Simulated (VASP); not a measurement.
# Pd (Immm) in VASP: single point with PBEsol

Aim: the single point of Pd with PBEsol.

Program: VASP 6.6.1. These are calculated values, not measurements. Logs are shortened: lines on timing, memory, paths and dates and some standing lists are left out, and cuts for length are marked.

## 1. The cell of the first run

It takes space group Immm (No. 71, orthorhombic). The conventional cell has a = 2.613 Å, b = 2.888 Å, c = 3.890 Å, α = 90.00°, β = 90.00°, γ = 90.00°. Pd (site symmetry mmm) has 12 Pd at 2.61 to 2.89 Å within 3.4 Å.

## 2. Single point, PBEsol (strain -0.1000 x Voigt [0, 0, 0, 0, 0, 1])

The input, INCAR:

```
SYSTEM = Pd
PREC = Accurate ; ENCUT = 520
EDIFF = 1E-6 ; ISMEAR = 0
SIGMA = 0.15 ; LREAL = .FALSE.
LASPH = .TRUE. ; NELM = 60
ALGO = Fast ; ISIF = 2
LWAVE = .FALSE. ; LCHARG = .FALSE.
GGA = PS ; NBANDS = 11
```

The input, KPOINTS:

```
regular mesh
0
G
  20 20 20
  0 0 0
```

The input, POSCAR:

```
Pd
1.0
   -0.0972450000      1.9449000000      1.9449000000
    1.9449000000     -0.0972450000      1.9449000000
    1.8476550000      1.8476550000      0.0000000000
Pd
1
Direct
    0.0000000000      0.0000000000      0.0000000000
```

Potentials or basis: VASP PAW PBE potentials, release 64 (Pd).

Command:

```
cat potpaw_PBE.64/Pd/POTCAR > POTCAR
mpirun -np 1 vasp_std > vasp.out
```

OUTCAR:

```text
SYSTEM = Pd
   PREC = Accurate
   ENCUT = 520
   EDIFF = 1E-6
   ISMEAR = 0
   LREAL = .FALSE.
   LASPH = .TRUE.
   NELM = 60
   ISIF = 2
   GGA = PS

 ion  position               nearest neighbor table
   1  0.000  0.000  0.000-

  LATTYP: Found a body centered orthorhombic cell.
 ALAT       =     2.6129787596
 B/A-ratio  =     1.1052631579
 C/A-ratio  =     1.4886458551

  Lattice vectors:

 A1 = (   0.0972450000,  -1.9449000000,  -1.9449000000)
 A2 = (  -0.0972450000,   1.9449000000,  -1.9449000000)
 A3 = (   1.9449000000,  -0.0972450000,   1.9449000000)

Analysis of symmetry for initial positions (statically):
=====================================================================
 Subroutine PRICEL returns:
 Original cell was already a primitive cell.

 Routine SETGRP: Setting up the symmetry group for a
 body centered orthorhombic supercell.

 Subroutine GETGRP returns: Found  8 space group operations
 (whereof  8 operations were pure point group operations)
 out of a pool of  8 trial point group operations.

The static configuration has the point symmetry D_2h.

Analysis of symmetry for dynamics (positions and initial velocities):
=====================================================================
 Subroutine PRICEL returns:
 Original cell was already a primitive cell.

 Routine SETGRP: Setting up the symmetry group for a
 body centered orthorhombic supercell.

 Subroutine GETGRP returns: Found  8 space group operations
 (whereof  8 operations were pure point group operations)
 out of a pool of  8 trial point group operations.

The dynamic configuration has the point symmetry D_2h.

 Subroutine INISYM returns: Found  8 space group operations
 (whereof  8 operations are pure point group operations),
 and found     1 'primitive' translations

----------------------------------------------------------------------------------------

                                     Primitive cell

  volume of cell :      14.6769

  direct lattice vectors                    reciprocal lattice vectors
    -0.097245000  1.944900000  1.944900000    -0.244840597  0.244840597  0.257082626
     1.944900000 -0.097245000  1.944900000     0.244840597 -0.244840597  0.257082626
     1.847655000  1.847655000  0.000000000     0.270613291  0.270613291 -0.257082626

  length of vectors
     2.752222486  2.752222486  2.612978760     0.431260144  0.431260144  0.461036423

  position of ions in fractional coordinates (direct lattice)
     0.000000000  0.000000000  0.000000000

  ion indices of the primitive-cell ions
   primitive index   ion index
                 1           1

----------------------------------------------------------------------------------------

 KPOINTS: regular mesh

Automatic generation of k-mesh.
 Grid dimensions read from file:
 generate k-points for:   20   20   20

 Generating k-lattice:

  Cartesian coordinates                     Fractional coordinates (reciprocal lattice)
    -0.012242030  0.012242030  0.012854131     0.050000000  0.000000000  0.000000000
     0.012242030 -0.012242030  0.012854131     0.000000000  0.050000000  0.000000000
     0.013530665  0.013530665 -0.012854131     0.000000000  0.000000000  0.050000000

  Length of vectors
     0.021563007  0.021563007  0.023051821

  Shift w.r.t. Gamma in fractional coordinates (k-lattice)
     0.000000000  0.000000000  0.000000000

 Subroutine IBZKPT returns following result:
 ===========================================

 Found   1166 irreducible k-points:

 Following reciprocal coordinates:
            Coordinates               Weight
  0.000000  0.000000  0.000000      1.000000
  0.050000  0.000000  0.000000      4.000000
  0.100000  0.000000  0.000000      4.000000
  0.150000  0.000000  0.000000      4.000000
  0.200000  0.000000  0.000000      4.000000
  0.250000  0.000000  0.000000      4.000000
[... 16 lines left out ...]
 -0.400000  0.050000  0.000000      4.000000
 -0.350000  0.050000  0.000000      4.000000
 [... further k-points ...]
   k-points           NKPTS =   1166   k-points in BZ     NKDIM =   1166   number of bands    NBANDS=     11
   number of dos      NEDOS =    301   number of ions     NIONS =      1
   total plane-waves  NPLWV =   8000
   dimension x,y,z NGX =    20 NGY =   20 NGZ =   20
   dimension x,y,z NGXF=    40 NGYF=   40 NGZF=   40
   ions per type =               1
   NGX,Y,Z   is equivalent  to a cutoff of  12.08, 12.08, 12.72 a.u.
   NGXF,Y,Z  is equivalent  to a cutoff of  24.16, 24.16, 25.45 a.u.
 SYSTEM =  Pd
   PREC   = accura    normal or accurate (medium, high low for compatibility)
   ISTART =      0    job   : 0-new  1-cont  2-samecut
   ICHARG =      2    charge: 1-file 2-atom 10-const
   ISPIN  =      1    spin polarized calculation?
   LNONCOLLINEAR =      F non collinear calculations
   LSORBIT =      F    spin-orbit coupling
   LASPH  =      T    aspherical Exc in radial PAW
   ENCUT  =  520.0 eV  38.22 Ry    6.18 a.u.   5.12  5.12  4.86*2*pi/ulx,y,z
   NELM   =     60;   NELMIN=  2; NELMDL= -5     # of ELM steps
   EDIFF  = 0.1E-05   stopping-criterion for ELM
   LREAL  =      F    real-space projection
   EDIFFG = 0.1E-04   stopping-criterion for IOM
   NSW    =      0    number of steps for IOM
   IBRION =     -1    ionic relax: 0-MD 1-quasi-New 2-CG
   NFREE  =      0    steps in history (QN), initial steepest desc. (CG)
   ISIF   =      2    stress and relaxation
   ISYM   =      2    0-nonsym 1-usesym 2-fastsym
   POTIM  = 0.5000    time-step for ionic-motion
   TEBEG  =    0.0;   TEEND  =   0.0 temperature during run
   PSTRESS=    0.0 pullay stress
   NELECT =      10.0000    total number of electrons
   NUPDOWN=      -1.0000    fix difference up-down
   EMIN   =  10.00;   EMAX   =-10.00  energy-range for DOS
   EFERMI =   0.00;   METHOD = LEGACY
   ISMEAR =     0;   SIGMA  =   0.15  broadening in eV -4-tet -1-fermi 0-gaus
   EFERMI_NEDOS =   21; number of points for ismear=-14 and -15
   IALGO  =     68    algorithm
   IMIX   =      4    mixing-type and parameters
     AMIX     =   0.40;   BMIX     =  1.00
     AMIX_MAG =   1.60;   BMIX_MAG =  1.00
  volume/ion in A,a.u.               =      14.68        99.04
  Fermi-wavevector in a.u.,A,eV,Ry     =   1.440555  2.722255 28.234803  2.075199
  Thomas-Fermi vector in A             =   2.559286
   LORBIT       =      0    0 simple, 1 ext, 2 COOP (PROOUT), +10 PAW based schemes
   GGA     = PS    functional components
   LHFCALC =     F    Hartree Fock is set to
   AEXX    =    0.0000 exact exchange contribution
   IVDW    =     0    specifies the selected vdW correction
   LEPSILON=     F    determine dielectric tensor
   LRPA    =     F    only Hartree local field effects (RPA)
 non-spin polarized calculation
 RMM-DIIS sequential band-by-band and
 Gauss-broadening in eV      SIGMA  =   0.15
  energy-cutoff  :      520.00
  volume of cell :       14.68
 maximum number of plane-waves:       411
   NGX = 11   NGY = 11   NGZ =  9

 number of electron      10.0000002 magnetization

 Free energy of the ion-electron system (eV)
  ---------------------------------------------------
  ext. energy  EPLUGINS =         0.00000000
  ---------------------------------------------------
  free energy    TOTEN  =        -5.93412936 eV

  energy without entropy =       -5.91156957  energy(sigma->0) =       -5.92284947

 E-fermi :   9.7127     XC(G=0): -13.4051

 val. band max:        9.7121550392   @ k =   0.4500   0.0500   0.4000
 cond. band min:       9.7128473009   @ k =  -0.3000   0.4500   0.3000
 fundamental gap:      0.0006922618
 Fermi energy:         9.7127282308

 k-point     1 :       0.0000    0.0000    0.0000
  band No.  band energies     occupation
      1       2.4311      2.00000
      2       6.3866      2.00000
      3       6.5569      2.00000
      4       7.3228      2.00000
      5       8.5362      2.00000
      6       8.6011      2.00000
      7      26.6427      0.00000
      8      30.0548      0.00000
      9      31.8610      0.00000
     10      33.4133      0.00000
     11      36.6244      0.00000

 k-point     2 :       0.0500    0.0000    0.0000
  band No.  band energies     occupation
      1       2.5153      2.00000
      2       6.3867      2.00000
      3       6.5515      2.00000
      4       7.3499      2.00000
      5       8.5312      2.00000
      6       8.5919      2.00000
      7      26.6969      0.00000
      8      29.7293      0.00000
      9      31.7818      0.00000
     10      33.5041      0.00000
     11      37.0737      0.00000

 k-point     3 :       0.1000    0.0000    0.0000
  band No.  band energies     occupation
      1       2.7601      2.00000
      2       6.3687      2.00000
      3       6.5579      2.00000
      4       7.4210      2.00000
      5       8.5259      2.00000
      6       8.5727      2.00000
      7      26.7440      0.00000
      8      28.8520      0.00000
      9      31.9071      0.00000
     10      33.7665      0.00000
     11      37.0652      0.00000

 k-point     4 :       0.1500    0.0000    0.0000
  band No.  band energies     occupation
      1       3.1376      2.00000
      2       6.3360      2.00000
      3       6.5908      2.00000
      4       7.5045      2.00000
      5       8.5511      2.00000
      6       8.5670      2.00000
      7      26.2244      0.00000
      8      28.1880      0.00000
      9      32.3234      0.00000
     10      34.1667      0.00000
     11      36.1215      0.00000
[... 239 lines left out ...]
 k-point    22 :      -0.4500    0.0500    0.0000
  band No.  band energies     occupation
      1       4.3171      2.00000
      2       6.3286      2.00000
      3       7.3457      2.00000
      4       8.9139      2.00000
      5       9.7399      0.79782
      6      10.5463      0.00000
      7      16.5965      0.00000
      8      26.6008      0.00000
      9      30.4595      0.00000
     10      32.4000      0.00000
     11      37.4611      0.00000

 k-point    23 :      -0.4000    0.0500    0.0000
  band No.  band energies     occupation
      1       4.3422      2.00000
      2       6.3595      2.00000
      3       7.3778      2.00000
      4       8.6696      2.00000
      5       9.5657      1.83419
      6       9.9527      0.02364
      7      17.6801      0.00000
      8      26.7365      0.00000
      9      30.5911      0.00000
     10      33.0349      0.00000
     11      37.1154      0.00000

 k-point    24 :      -0.3500    0.0500    0.0000
  band No.  band energies     occupation
      1       4.3622      2.00000
      2       6.4152      2.00000
      3       7.4353      2.00000
      4       8.0347      2.00000
      5       9.3163      1.99981
      6       9.4943      1.96055
      7      19.1985      0.00000
      8      26.9903      0.00000
      9      30.9552      0.00000
     10      33.9802      0.00000
     11      36.5610      0.00000

 [... further k-points ...]
[... 5 lines left out ...]
  --------------------------------------------------------------------------------------
  -------------------------------------------------------------------------------------
  Total        0.0884576      0.0884576     -0.2917806      0.8048863      0.0000000      0.0000000
  in kB        9.6563109      9.6563109    -31.8516791     87.8638795      0.0000000      0.0000000
  external PRESSURE =      -4.1796858 kB  Pullay stress =       0.0000000 kB

 VOLUME and BASIS-vectors are now :
 -----------------------------------------------------------------------------
  energy-cutoff  :      520.00
  volume of cell :       14.68
      direct lattice vectors                 reciprocal lattice vectors
    -0.097245000  1.944900000  1.944900000    -0.244840597  0.244840597  0.257082626
     1.944900000 -0.097245000  1.944900000     0.244840597 -0.244840597  0.257082626
     1.847655000  1.847655000  0.000000000     0.270613291  0.270613291 -0.257082626

 POSITION                                       TOTAL-FORCE (eV/Angst)
 -----------------------------------------------------------------------------------
      0.00000      0.00000      0.00000         0.000000     -0.000000     -0.000000
 -----------------------------------------------------------------------------------
    total drift:                                0.000000      0.000000      0.000000

  FREE ENERGIE OF THE ION-ELECTRON SYSTEM (eV)
  ---------------------------------------------------
  free  energy   TOTEN  =        -5.9341293645 eV

  energy  without entropy=       -5.9115695734  energy(sigma->0) =       -5.92284947
```

Run time: 1.7 min. Hardware: 1 thread of Intel Xeon 6975P-C, shared host; peak memory 0.29 GiB.

Results:

```yaml
Free_energy: -5.9341 eV
Pressure: -0.4 GPa
Band_gap_on_the_k_mesh: zero (band 5 reaches 10.14 eV, above the bottom of band 6 at 8.35 eV)
```

Stress tensor (GPa, compression positive):
```
 0.97  8.79  0.00
 8.79  0.97  0.00
 0.00  0.00 -3.19
```

Caveat: the cell differs from its parent crystal (strain -0.1000 x Voigt [0, 0, 0, 0, 0, 1]); the PAW data sets were made with another functional, which shifts forces and pressure a little.
